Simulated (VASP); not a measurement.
Lu: single point with PBE

Lu:

```xyz
1
Lattice="0.0000 2.1465 2.1465 2.1465 0.0000 2.1465 2.1465 2.1465 0.0000" Properties=species:S:1:pos:R:3 pbc="T T T"
Lu    0.0000    0.0000    0.0000
```

This isn't the form of Lu at room conditions, which is hcp.

```json
{
 "Program": "VASP 6.6.1",
 "Task": "single point",
 "Functional": "PBE",
 "Potentials or basis": "VASP PAW PBE potentials, release 64 (Lu)",
 "Cutoff": "520 eV",
 "k mesh": "15 × 15 × 15",
 "Occupations": "fermi-dirac, width 0.1 eV",
 "Spin": "no spin polarisation",
 "Dipole correction": "no",
 "Further INCAR settings": "ALGO = Normal; EDIFF = 1e-06; NBANDS = 18"
}
```

```json
{
 "Pressure": "32.4 GPa",
 "Band gap on the k mesh": "zero (an odd number of electrons rules out a gap without spin polarisation)"
}
```

Levels at points of the mesh, in eV from the Fermi level:
```csv
k point,band 9,band 10,band 11,band 12,band 13,band 14,band 15,band 16
"(0.00, 0.00, 0.00)",-4.58,-4.38,-4.38,-4.38,2.59,2.59,2.59,6.25
```

It took 52 s on 1 thread of Intel Xeon 8259CL, on a shared host, peak memory 0.18 GiB.

Caveat: the cell stands under pressure; spin-orbit coupling is left out, which moves the levels of the heavy elements.
